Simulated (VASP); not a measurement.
# H in VASP: single point with r2SCAN

Aim: the single point of H with r2SCAN.

Everything below comes from runs of VASP 6.6.1. Logs are shortened: lines on timing, memory, paths and dates and some standing lists are left out, and cuts for length are marked.

## (1) The cell of the first run

The cell holds a molecule in a box, 1 atom: a = 15.000 Å, b = 15.500 Å, c = 16.000 Å, α = 90.00°, β = 90.00°, γ = 90.00°.

## (2) Single point, r2SCAN, collinear spin, ferromagnetic start

POSCAR

```
H
1.0
   15.0000000000      0.0000000000      0.0000000000
    0.0000000000     15.5000000000      0.0000000000
    0.0000000000      0.0000000000     16.0000000000
H
1
Direct
    0.5000000000      0.5000000000      0.5000000000
```

INCAR.step1

```
SYSTEM = H
PREC     = Accurate       ! precision mode
ENCUT    = 520            ! plane-wave cutoff, eV
ISMEAR   = 0              ! smearing method
SIGMA    = 0.005          ! smearing width, eV
LREAL    = .FALSE.        ! projectors in reciprocal space
LASPH    = .TRUE.         ! aspherical terms in the spheres
NELM     = 150            ! most SCF steps
ISPIN    = 2              ! spin polarisation
MAGMOM   = 1              ! initial moments
NBANDS   = 10             ! bands
ISYM     = 0            
GGA      = PE             ! functional
ALGO     = Normal         ! electronic algorithm
EDIFF    = 1E-4           ! SCF threshold, eV
LWAVE    = .TRUE.         ! write WAVECAR
LCHARG   = .FALSE.        ! write CHGCAR
```

INCAR.step2

```
SYSTEM = H
PREC     = Accurate       ! precision mode
ENCUT    = 520            ! plane-wave cutoff, eV
EDIFF    = 1E-6           ! SCF threshold, eV
ISMEAR   = 0              ! smearing method
SIGMA    = 0.005          ! smearing width, eV
LREAL    = .FALSE.        ! projectors in reciprocal space
LASPH    = .TRUE.         ! aspherical terms in the spheres
NELM     = 150            ! most SCF steps
ALGO     = Normal         ! electronic algorithm
ISIF     = 2              ! what is computed and relaxed
LWAVE    = .FALSE.        ! write WAVECAR
LCHARG   = .FALSE.        ! write CHGCAR
ISPIN    = 2              ! spin polarisation
MAGMOM   = 1              ! initial moments
LORBIT   = 11             ! projections on sites
METAGGA  = R2SCAN         ! meta-GGA
LMIXTAU  = .TRUE.       
NBANDS   = 10             ! bands
ISYM     = 0            
ISTART   = 1
```

KPOINTS

```
regular mesh
0
G
  1 1 1
  0 0 0
```

Potentials or basis: VASP PAW PBE potentials, release 64 (H).

On the command line:

```console
> cat potpaw_PBE.64/H/POTCAR > POTCAR
> cp INCAR.step1 INCAR
> mpirun -np 1 vasp_gam > vasp.out
> cp INCAR.step2 INCAR
> mpirun -np 1 vasp_gam > vasp.out
```

OUTCAR:

```text
SYSTEM = H
   PREC = Accurate
   ENCUT = 520
   EDIFF = 1E-6
   ISMEAR = 0
   LREAL = .FALSE.
   LASPH = .TRUE.
   NELM = 150
   ISIF = 2
   ISPIN = 2
   LORBIT = 11
   METAGGA = R2SCAN
   ISYM = 0
   ISTART = 1

 ion  position               nearest neighbor table
   1  0.500  0.500  0.500-

IMPORTANT INFORMATION: All symmetrisations will be switched off!
NOSYMM: (Re-)initialisation of all symmetry stuff for point group C_1.

----------------------------------------------------------------------------------------

                                     Primitive cell

  volume of cell :    3720.0000

  direct lattice vectors                    reciprocal lattice vectors
    15.000000000  0.000000000  0.000000000     0.066666667  0.000000000  0.000000000
     0.000000000 15.500000000  0.000000000     0.000000000  0.064516129  0.000000000
     0.000000000  0.000000000 16.000000000     0.000000000  0.000000000  0.062500000

  length of vectors
    15.000000000 15.500000000 16.000000000     0.066666667  0.064516129  0.062500000

  position of ions in fractional coordinates (direct lattice)
     0.500000000  0.500000000  0.500000000

  ion indices of the primitive-cell ions
   primitive index   ion index
                 1           1

----------------------------------------------------------------------------------------

 KPOINTS: regular mesh

Automatic generation of k-mesh.
 Grid dimensions read from file:
 generate k-points for:    1    1    1

 Generating k-lattice:

  Cartesian coordinates                     Fractional coordinates (reciprocal lattice)
     0.066666667  0.000000000  0.000000000     1.000000000  0.000000000  0.000000000
     0.000000000  0.064516129  0.000000000     0.000000000  1.000000000  0.000000000
     0.000000000  0.000000000  0.062500000     0.000000000  0.000000000  1.000000000

  Length of vectors
     0.066666667  0.064516129  0.062500000

  Shift w.r.t. Gamma in fractional coordinates (k-lattice)
     0.000000000  0.000000000  0.000000000

 Subroutine IBZKPT returns following result:
 ===========================================

 Found      1 irreducible k-points:

 Following reciprocal coordinates:
            Coordinates               Weight
  0.000000  0.000000  0.000000      1.000000
   k-points           NKPTS =      1   k-points in BZ     NKDIM =      1   number of bands    NBANDS=     10
   number of dos      NEDOS =    301   number of ions     NIONS =      1
   total plane-waves  NPLWV = ******
   dimension x,y,z NGX =   112 NGY =  120 NGZ =  120
   dimension x,y,z NGXF=   224 NGYF=  240 NGZF=  240
   ions per type =               1
   NGX,Y,Z   is equivalent  to a cutoff of  12.41, 12.87, 12.47 a.u.
   NGXF,Y,Z  is equivalent  to a cutoff of  24.83, 25.74, 24.94 a.u.
 SYSTEM =  H
   PREC   = accura    normal or accurate (medium, high low for compatibility)
   ISTART =      1    job   : 0-new  1-cont  2-samecut
   ICHARG =      0    charge: 1-file 2-atom 10-const
   ISPIN  =      2    spin polarized calculation?
   LNONCOLLINEAR =      F non collinear calculations
   LSORBIT =      F    spin-orbit coupling
   LASPH  =      T    aspherical Exc in radial PAW
   ENCUT  =  520.0 eV  38.22 Ry    6.18 a.u.  27.89 28.82 29.75*2*pi/ulx,y,z
   NELM   =    150;   NELMIN=  2; NELMDL=  0     # of ELM steps
   EDIFF  = 0.1E-05   stopping-criterion for ELM
   LREAL  =      F    real-space projection
   EDIFFG = 0.1E-04   stopping-criterion for IOM
   NSW    =      0    number of steps for IOM
   IBRION =     -1    ionic relax: 0-MD 1-quasi-New 2-CG
   NFREE  =      0    steps in history (QN), initial steepest desc. (CG)
   ISIF   =      2    stress and relaxation
   ISYM   =      0    0-nonsym 1-usesym 2-fastsym
   POTIM  = 0.5000    time-step for ionic-motion
   TEBEG  =    0.0;   TEEND  =   0.0 temperature during run
   PSTRESS=    0.0 pullay stress
   NELECT =       1.0000    total number of electrons
   NUPDOWN=      -1.0000    fix difference up-down
   EMIN   =  10.00;   EMAX   =-10.00  energy-range for DOS
   EFERMI =   0.00;   METHOD = LEGACY
   ISMEAR =     0;   SIGMA  =   0.01  broadening in eV -4-tet -1-fermi 0-gaus
   EFERMI_NEDOS =   21; number of points for ismear=-14 and -15
   IALGO  =     38    algorithm
   IMIX   =      4    mixing-type and parameters
     AMIX     =   0.40;   BMIX     =  1.00
     AMIX_MAG =   1.60;   BMIX_MAG =  1.00
  volume/ion in A,a.u.               =    3720.00     25103.80
  Fermi-wavevector in a.u.,A,eV,Ry     =   0.105656  0.199661  0.151884  0.011163
  Thomas-Fermi vector in A             =   0.693108
   LORBIT       =     11    0 simple, 1 ext, 2 COOP (PROOUT), +10 PAW based schemes
   METAGGA = R2SCAN    functional components
   LHFCALC =     F    Hartree Fock is set to
   AEXX    =    0.0000 exact exchange contribution
   IVDW    =     0    specifies the selected vdW correction
   LEPSILON=     F    determine dielectric tensor
   LRPA    =     F    only Hartree local field effects (RPA)
 spin polarized calculation
 Gauss-broadening in eV      SIGMA  =   0.01
  energy-cutoff  :      520.00
  volume of cell :     3720.00
 maximum number of plane-waves:     50071
 NGX is ok and might be reduce to   112
   NGX = 55   NGY = 57   NGZ = 59

 number of electron       0.9999999 magnetization       0.9984940

 Free energy of the ion-electron system (eV)
  ---------------------------------------------------
  ext. energy  EPLUGINS =         0.00000000
  ---------------------------------------------------
  free energy    TOTEN  =        -1.12216847 eV

  energy without entropy =       -1.12216847  energy(sigma->0) =       -1.12216847

 E-fermi :  -7.9752     XC(G=0):  -0.0254

 val. band max:       -8.0258481356   @ k =   0.0000   0.0000   0.0000
 cond. band min:      -2.2119685554   @ k =   0.0000   0.0000   0.0000
 fundamental gap:      5.8138795802
 Fermi energy:        -7.9751559404

 spin component 1

 k-point     1 :       0.0000    0.0000    0.0000
  band No.  band energies     occupation
      1      -8.0258      1.00000
      2       0.0682      0.00000
      3       0.6159      0.00000
      4       0.6568      0.00000
      5       0.6680      0.00000
      6       0.6977      0.00000
      7       0.7388      0.00000
      8       0.8435      0.00000
      9       1.2445      0.00000
     10       1.2613      0.00000
 Fermi energy:        -7.9751559404

 spin component 2

 k-point     1 :       0.0000    0.0000    0.0000
  band No.  band energies     occupation
      1      -2.2120      0.00000
      2      -0.0518      0.00000
      3       0.2348      0.00000
      4       0.2795      0.00000
      5       0.3226      0.00000
      6       0.4980      0.00000
      7       0.5682      0.00000
      8       0.6181      0.00000
      9       0.8651      0.00000
     10       0.8730      0.00000

------------------------ aborting loop because EDIFF is reached ----------------------------------------

  FORCE on cell =-STRESS in cart. coord.  units (eV):
  Direction    XX          YY          ZZ          XY          YZ          ZX
  --------------------------------------------------------------------------------------
  -------------------------------------------------------------------------------------
  Total       -0.0052910     -0.0053626     -0.0055180      0.0000003      0.0000021      0.0000002
  in kB       -0.0022788     -0.0023096     -0.0023766      0.0000001      0.0000009      0.0000001
  external PRESSURE =      -0.0023217 kB  Pullay stress =       0.0000000 kB

 VOLUME and BASIS-vectors are now :
 -----------------------------------------------------------------------------
  energy-cutoff  :      520.00
  volume of cell :     3720.00
      direct lattice vectors                 reciprocal lattice vectors
    15.000000000  0.000000000  0.000000000     0.066666667  0.000000000  0.000000000
     0.000000000 15.500000000  0.000000000     0.000000000  0.064516129  0.000000000
     0.000000000  0.000000000 16.000000000     0.000000000  0.000000000  0.062500000

 POSITION                                       TOTAL-FORCE (eV/Angst)
 -----------------------------------------------------------------------------------
      7.50000      7.75000      8.00000         0.000001     -0.000001     -0.000001
 -----------------------------------------------------------------------------------
    total drift:                                0.000001     -0.000001     -0.000001

  FREE ENERGIE OF THE ION-ELECTRON SYSTEM (eV)
  ---------------------------------------------------
  free  energy   TOTEN  =        -1.1221684663 eV

  energy  without entropy=       -1.1221684663  energy(sigma->0) =       -1.12216847

 total charge

# of ion       s       p       d       tot
------------------------------------------
    1        0.383   0.000   0.000   0.383

 magnetization (x)

# of ion       s       p       d       tot
------------------------------------------
    1        0.383   0.000   0.000   0.383
```

Wall time 20 min (1 thread of AMD EPYC 7R13 (Zen 3), shared host); peak memory 4.5 GiB.

Results:

| Quantity | Value |
| --- | --- |
| Free energy | -1.1222 eV |
| Gap between the frontier levels | 5.81 eV |
| Net moment | 1.00 μB per cell |
| Site moments | H +0.38 μB |
| Valence electrons inside the program's atomic spheres | H 0.38 |

Caveat: the PAW data sets were made with another functional, which shifts forces and pressure a little.
